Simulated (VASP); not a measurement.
# NaCl (Fm-3m) in VASP: further runs

The runs below take NaCl through single point, with PBE, r2SCAN.

Everything below comes from runs of VASP 6.6.1. Logs are shortened: lines on timing, memory, paths and dates and some standing lists are left out, and cuts for length are marked.

### Step 1. The cell of the first run

The structure is cubic, space group Fm-3m (No. 225). The conventional cell has a = 5.695 Å, b = 5.695 Å, c = 5.695 Å, α = 90.00°, β = 90.00°, γ = 90.00°. Na (site symmetry m-3m) has 6 Cl at 2.85 Å within 3.8 Å. Within 3.8 Å of Cl (site symmetry m-3m) lie 6 Na at 2.85 Å.

### Step 2. Single point, PBE

Input file INCAR:

```
PREC     = Accurate       # precision mode
ENCUT    = 520            # plane-wave cutoff, eV
EDIFF    = 1E-6           # SCF threshold, eV
ISMEAR   = -1             # smearing method
SIGMA    = 0.02           # smearing width, eV
LREAL    = False          # projectors in reciprocal space
LASPH    = True           # aspherical terms in the spheres
NELM     = 100            # most SCF steps
ALGO     = Normal         # electronic algorithm
ISIF     = 2              # what is computed and relaxed
LWAVE    = False          # write WAVECAR
LCHARG   = False          # write CHGCAR
GGA      = PE             # functional
NBANDS   = 14             # bands
```

Input file KPOINTS:

```
regular mesh
0
Gamma
  8 8 8
```

Input file POSCAR:

```
NaCl
1.0
    0.0000000000      2.8475812609      2.8475812609
    2.8475812609      0.0000000000      2.8475812609
    2.8475812609      2.8475812609      0.0000000000
Na Cl
1 1
Direct
    0.0000000000      0.0000000000      0.0000000000
    0.5000000000      0.5000000000      0.5000000000
```

Potentials or basis: VASP PAW PBE potentials, release 64 (Na_pv, Cl).

Started as:

```sh
$ cat potpaw_PBE.64/Na_pv/POTCAR potpaw_PBE.64/Cl/POTCAR > POTCAR
$ mpirun -np 1 vasp_std > vasp.out
```

OUTCAR:

```text
PREC = Accurate
   ENCUT = 520
   EDIFF = 1E-6
   ISMEAR = -1
   LREAL = False
   LASPH = True
   NELM = 100
   ISIF = 2
   GGA = PE

 ion  position               nearest neighbor table
   1  0.000  0.000  0.000-
   2  0.500  0.500  0.500-

  LATTYP: Found a face centered cubic cell.
 ALAT       =     5.6951625218

  Lattice vectors:

 A1 = (   0.0000000000,   2.8475812609,   2.8475812609)
 A2 = (   2.8475812609,   0.0000000000,   2.8475812609)
 A3 = (   2.8475812609,   2.8475812609,   0.0000000000)

Analysis of symmetry for initial positions (statically):
=====================================================================
 Subroutine PRICEL returns:
 Original cell was already a primitive cell.

 Routine SETGRP: Setting up the symmetry group for a
 face centered cubic supercell.

 Subroutine GETGRP returns: Found 48 space group operations
 (whereof 48 operations were pure point group operations)
 out of a pool of 48 trial point group operations.

The static configuration has the point symmetry O_h .

Analysis of symmetry for dynamics (positions and initial velocities):
=====================================================================
 Subroutine PRICEL returns:
 Original cell was already a primitive cell.

 Routine SETGRP: Setting up the symmetry group for a
 face centered cubic supercell.

 Subroutine GETGRP returns: Found 48 space group operations
 (whereof 48 operations were pure point group operations)
 out of a pool of 48 trial point group operations.

The dynamic configuration has the point symmetry O_h .

 Subroutine INISYM returns: Found 48 space group operations
 (whereof 48 operations are pure point group operations),
 and found     1 'primitive' translations

----------------------------------------------------------------------------------------

                                     Primitive cell

  volume of cell :      46.1805

  direct lattice vectors                    reciprocal lattice vectors
     0.000000000  2.847581261  2.847581261    -0.175587614  0.175587614  0.175587614
     2.847581261  0.000000000  2.847581261     0.175587614 -0.175587614  0.175587614
[... 83 lines left out ...]
   ENCUT  =  520.0 eV  38.22 Ry    6.18 a.u.   7.49  7.49  7.49*2*pi/ulx,y,z
   NELM   =    100;   NELMIN=  2; NELMDL= -5     # of ELM steps
   EDIFF  = 0.1E-05   stopping-criterion for ELM
   LREAL  =      F    real-space projection
[... 7 lines left out ...]
   TEBEG  =    0.0;   TEEND  =   0.0 temperature during run
   PSTRESS=    0.0 pullay stress
   NELECT =      14.0000    total number of electrons
   NUPDOWN=      -1.0000    fix difference up-down
   EMIN   =  10.00;   EMAX   =-10.00  energy-range for DOS
   EFERMI =   0.00;   METHOD = LEGACY
   ISMEAR =    -1;   SIGMA  =   0.02  broadening in eV -4-tet -1-fermi 0-gaus
   EFERMI_NEDOS =   21; number of points for ismear=-14 and -15
   IALGO  =     38    algorithm
   IMIX   =      4    mixing-type and parameters
     AMIX     =   0.40;   BMIX     =  1.00
     AMIX_MAG =   1.60;   BMIX_MAG =  1.00
  volume/ion in A,a.u.               =      23.09       155.82
  Fermi-wavevector in a.u.,A,eV,Ry     =   1.099760  2.078246 16.455876  1.209473
  Thomas-Fermi vector in A             =   2.236160
   LORBIT       =      0    0 simple, 1 ext, 2 COOP (PROOUT), +10 PAW based schemes
   GGA     = PE    functional components
   LHFCALC =     F    Hartree Fock is set to
   AEXX    =    0.0000 exact exchange contribution
   IVDW    =     0    specifies the selected vdW correction
   LEPSILON=     F    determine dielectric tensor
   LRPA    =     F    only Hartree local field effects (RPA)
 non-spin polarized calculation
  energy-cutoff  :      520.00
  volume of cell :       46.18
 maximum number of plane-waves:      1265
 NGX is ok and might be reduce to    30
   NGX = 15   NGY = 15   NGZ = 15

 number of electron      13.9999992 magnetization

 Free energy of the ion-electron system (eV)
  ---------------------------------------------------
  ext. energy  EPLUGINS =         0.00000000
  ---------------------------------------------------
  free energy    TOTEN  =        -6.77789384 eV

  energy without entropy =       -6.77789384  energy(sigma->0) =       -6.77789384

 E-fermi :  -0.4266     XC(G=0):  -8.0423

 val. band max:       -0.8968841526   @ k =   0.0000   0.0000   0.0000
 cond. band min:       4.0996433226   @ k =   0.0000   0.0000   0.0000
 fundamental gap:      4.9965274753
 Fermi energy:        -0.4265568412

 k-point     1 :       0.0000    0.0000    0.0000
  band No.  band energies     occupation
      1     -21.7737      2.00000
      2     -21.7736      2.00000
      3     -21.7736      2.00000
      4     -13.4917      2.00000
      5      -0.8969      2.00000
      6      -0.8969      2.00000
      7      -0.8969      2.00000
      8       4.0996      0.00000
      9      10.1919      0.00000
     10      10.1919      0.00000
     11      10.1919      0.00000
     12      12.3151      0.00000
     13      12.3151      0.00000
     14      13.8725      0.00000
[... 377 lines left out ...]
      1     -21.7940      2.00000
      2     -21.7808      2.00000
      3     -21.7775      2.00000
      4     -13.1535      2.00000
      5      -2.4710      2.00000
      6      -1.6195      2.00000
      7      -1.2857      2.00000
      8       7.3573      0.00000
      9       8.5118      0.00000
     10       9.2500      0.00000
     11      10.7266      0.00000
     12      13.3018      0.00000
     13      14.5231      0.00000
     14      15.5748      0.00000

 [... further k-points ...]

------------------------ aborting loop because EDIFF is reached ----------------------------------------

  FORCE on cell =-STRESS in cart. coord.  units (eV):
  Direction    XX          YY          ZZ          XY          YZ          ZX
  --------------------------------------------------------------------------------------
  -------------------------------------------------------------------------------------
  Total       -0.0048462     -0.0048462     -0.0048462      0.0000000     -0.0000000      0.0000000
  in kB       -0.1681345     -0.1681345     -0.1681345      0.0000000     -0.0000000      0.0000000
  external PRESSURE =      -0.1681345 kB  Pullay stress =       0.0000000 kB

 VOLUME and BASIS-vectors are now :
 -----------------------------------------------------------------------------
  energy-cutoff  :      520.00
  volume of cell :       46.18
      direct lattice vectors                 reciprocal lattice vectors
     0.000000000  2.847581261  2.847581261    -0.175587614  0.175587614  0.175587614
     2.847581261  0.000000000  2.847581261     0.175587614 -0.175587614  0.175587614
     2.847581261  2.847581261  0.000000000     0.175587614  0.175587614 -0.175587614

 POSITION                                       TOTAL-FORCE (eV/Angst)
 -----------------------------------------------------------------------------------
      0.00000      0.00000      0.00000        -0.000000      0.000000      0.000000
      2.84758      2.84758      2.84758         0.000000     -0.000000     -0.000000
 -----------------------------------------------------------------------------------
    total drift:                               -0.000000      0.000000      0.000000

  FREE ENERGIE OF THE ION-ELECTRON SYSTEM (eV)
  ---------------------------------------------------
  free  energy   TOTEN  =        -6.7778938390 eV

  energy  without entropy=       -6.7778938390  energy(sigma->0) =       -6.77789384
```

OSZICAR:

```text
N       E                     dE             d eps       ncg     rms          rms(c)
DAV:   1     0.104528385566E+03    0.10453E+03   -0.70617E+03   828   0.993E+02
DAV:   2     0.194568380402E+01   -0.10258E+03   -0.93594E+02   920   0.276E+02
DAV:   3    -0.683553970100E+01   -0.87812E+01   -0.87240E+01  1046   0.729E+01
DAV:   4    -0.697887567739E+01   -0.14334E+00   -0.14328E+00   938   0.102E+01
DAV:   5    -0.698191533483E+01   -0.30397E-02   -0.30395E-02  1060   0.154E+00    0.214E+00
DAV:   6    -0.678363041909E+01    0.19828E+00   -0.33440E-01  1004   0.327E+00    0.159E+00
DAV:   7    -0.677196760137E+01    0.11663E-01   -0.82768E-02  1098   0.162E+00    0.109E+00
DAV:   8    -0.677789343883E+01   -0.59258E-02   -0.10438E-02   890   0.860E-01    0.301E-01
DAV:   9    -0.677777707422E+01    0.11636E-03   -0.21755E-04  1028   0.112E-01    0.173E-01
DAV:  10    -0.677790791468E+01   -0.13084E-03   -0.38355E-04   914   0.143E-01    0.780E-02
DAV:  11    -0.677789403522E+01    0.13879E-04   -0.23535E-05  1040   0.417E-02    0.193E-02
DAV:  12    -0.677789383897E+01    0.19625E-06   -0.30652E-06   950   0.148E-02
   1 F= -.67778938E+01 E0= -.67778938E+01  d E =-.739561E-12
```

Wall time 28 s (1 thread of AMD EPYC 7R13, shared host); peak memory 0.13 GiB.

What came out:

```
Free energy            : -6.7779 eV
Pressure               : 0.0 GPa
Band gap on the k mesh : 5.00 eV
```

Levels at points of the mesh, in eV from the valence-band top:
```
           k point  band 5  band 6  band 7  band 8  band 9  band 10
(0.00, 0.00, 0.00)    0.00    0.00    0.00    5.00   11.09    11.09
(0.50, 0.00, 0.00)   -1.84   -0.25   -0.25    7.22   10.39    10.90
(0.50, 0.50, 0.00)   -1.58   -0.57   -0.57    7.45    8.10    11.11
```

A k mesh can miss the band edges.

### Step 3. Single point, r2SCAN

This run uses another cell than the first one, of 22.02 Å³/atom.

Input file POSCAR:

```
NaCl
1.0
    0.0000000000      2.8026988303      2.8026988303
    2.8026988303      0.0000000000      2.8026988303
    2.8026988303      2.8026988303      0.0000000000
Na Cl
1 1
Direct
    0.0000000000      0.0000000000      0.0000000000
    0.5000000000      0.5000000000      0.5000000000
```

Input file INCAR.step1:

```
  PREC = Accurate
  ENCUT = 520
  ISMEAR = -1
  SIGMA = 0.02
  LREAL = F
  LASPH = T
  NELM = 60
  NBANDS = 14
  GGA = PE
  ALGO = Normal
  EDIFF = 1E-4
  LWAVE = T
  LCHARG = F
```

Input file INCAR.step2:

```
  PREC = Accurate
  ENCUT = 520
  EDIFF = 1E-6
  ISMEAR = -1
  SIGMA = 0.02
  LREAL = F
  LASPH = T
  NELM = 60
  ALGO = Normal
  ISIF = 2
  LWAVE = F
  LCHARG = T
  METAGGA = R2SCAN
  LMIXTAU = T
  LELF = T
  LVHAR = T
  NBANDS = 14
  ISTART = 1
```

KPOINTS is that of step 2.

Potentials or basis: VASP PAW PBE potentials, release 64 (Na_pv, Cl).

Started as:

```sh
$ cat potpaw_PBE.64/Na_pv/POTCAR potpaw_PBE.64/Cl/POTCAR > POTCAR
$ cp INCAR.step1 INCAR
$ mpirun -np 1 vasp_std > vasp.out
$ cp INCAR.step2 INCAR
$ mpirun -np 1 vasp_std > vasp.out
```

OUTCAR:

```text
PREC = Accurate
   ENCUT = 520
   EDIFF = 1E-6
   ISMEAR = -1
   LREAL = F
   LASPH = T
   NELM = 60
   ISIF = 2
   METAGGA = R2SCAN
   ISTART = 1

 ion  position               nearest neighbor table
   1  0.000  0.000  0.000-
   2  0.500  0.500  0.500-

  LATTYP: Found a face centered cubic cell.
 ALAT       =     5.6053976606

  Lattice vectors:

 A1 = (   0.0000000000,   2.8026988303,   2.8026988303)
 A2 = (   2.8026988303,   0.0000000000,   2.8026988303)
 A3 = (   2.8026988303,   2.8026988303,   0.0000000000)

Analysis of symmetry for initial positions (statically):
=====================================================================
 Subroutine PRICEL returns:
 Original cell was already a primitive cell.

 Routine SETGRP: Setting up the symmetry group for a
 face centered cubic supercell.

 Subroutine GETGRP returns: Found 48 space group operations
 (whereof 48 operations were pure point group operations)
 out of a pool of 48 trial point group operations.

The static configuration has the point symmetry O_h .

Analysis of symmetry for dynamics (positions and initial velocities):
[... 174 lines left out ...]
      7      -1.0572      2.00000
      8       4.9411      0.00000
      9      10.7206      0.00000
     10      10.7206      0.00000
     11      10.7206      0.00000
     12      12.9931      0.00000
     13      12.9931      0.00000
     14      14.6264      0.00000
[... 377 lines left out ...]
      1     -22.5669      2.00000
      2     -22.5506      2.00000
      3     -22.5465      2.00000
      4     -13.9278      2.00000
      5      -2.7590      2.00000
      6      -1.8577      2.00000
      7      -1.4961      2.00000
      8       8.0095      0.00000
      9       9.4803      0.00000
     10      10.0482      0.00000
     11      11.6008      0.00000
     12      14.2320      0.00000
     13      15.6635      0.00000
     14      16.5700      0.00000

 [... further k-points ...]

------------------------ aborting loop because EDIFF is reached ----------------------------------------

  FORCE on cell =-STRESS in cart. coord.  units (eV):
  Direction    XX          YY          ZZ          XY          YZ          ZX
  --------------------------------------------------------------------------------------
  -------------------------------------------------------------------------------------
  Total       -0.0409062     -0.0409062     -0.0409062      0.0000000     -0.0000000      0.0000000
  in kB       -1.4884723     -1.4884723     -1.4884723      0.0000000     -0.0000000      0.0000000
  external PRESSURE =      -1.4884723 kB  Pullay stress =       0.0000000 kB

 VOLUME and BASIS-vectors are now :
 -----------------------------------------------------------------------------
  energy-cutoff  :      520.00
  volume of cell :       44.03
      direct lattice vectors                 reciprocal lattice vectors
     0.000000000  2.802698830  2.802698830    -0.178399475  0.178399475  0.178399475
     2.802698830  0.000000000  2.802698830     0.178399475 -0.178399475  0.178399475
     2.802698830  2.802698830  0.000000000     0.178399475  0.178399475 -0.178399475

 POSITION                                       TOTAL-FORCE (eV/Angst)
 -----------------------------------------------------------------------------------
      0.00000      0.00000      0.00000         0.000000      0.000000      0.000000
      2.80270      2.80270      2.80270        -0.000000     -0.000000     -0.000000
 -----------------------------------------------------------------------------------
    total drift:                               -0.000000      0.000000      0.000000

  FREE ENERGIE OF THE ION-ELECTRON SYSTEM (eV)
  ---------------------------------------------------
  free  energy   TOTEN  =       -13.7900850473 eV

  energy  without entropy=      -13.7900850473  energy(sigma->0) =      -13.79008505
```

OSZICAR.step1:

```text
N       E                     dE             d eps       ncg     rms          rms(c)
DAV:   1     0.101851863883E+03    0.10185E+03   -0.70565E+03   812   0.989E+02
DAV:   2     0.130579144135E+01   -0.10055E+03   -0.92411E+02   924   0.280E+02
DAV:   3    -0.683239555854E+01   -0.81382E+01   -0.80917E+01  1028   0.726E+01
DAV:   4    -0.696136137405E+01   -0.12897E+00   -0.12891E+00   980   0.985E+00
DAV:   5    -0.696413747030E+01   -0.27761E-02   -0.27759E-02  1022   0.147E+00    0.216E+00
DAV:   6    -0.677535998038E+01    0.18878E+00   -0.31134E-01   998   0.327E+00    0.161E+00
DAV:   7    -0.676388568412E+01    0.11474E-01   -0.81011E-02  1072   0.165E+00    0.110E+00
DAV:   8    -0.676944362273E+01   -0.55579E-02   -0.97837E-03   920   0.856E-01    0.304E-01
DAV:   9    -0.676932160674E+01    0.12202E-03   -0.21933E-04   998   0.115E-01    0.162E-01
DAV:  10    -0.676943243541E+01   -0.11083E-03   -0.30751E-04   932   0.140E-01    0.661E-02
DAV:  11    -0.676942169188E+01    0.10744E-04   -0.18193E-05   508   0.417E-02
   1 F= -.67694217E+01 E0= -.67694217E+01  d E =-.597643E-12
```

Wall time 2.3 min (1 thread of AMD EPYC 7R13, shared host); peak memory 0.14 GiB.

Results:

```
Free energy            : -13.7901 eV
Pressure               : -0.1 GPa
Band gap on the k mesh : 6.00 eV
```

Caveat: the PAW data sets were made with another functional, which shifts forces and pressure a little. A k mesh can miss the band edges.
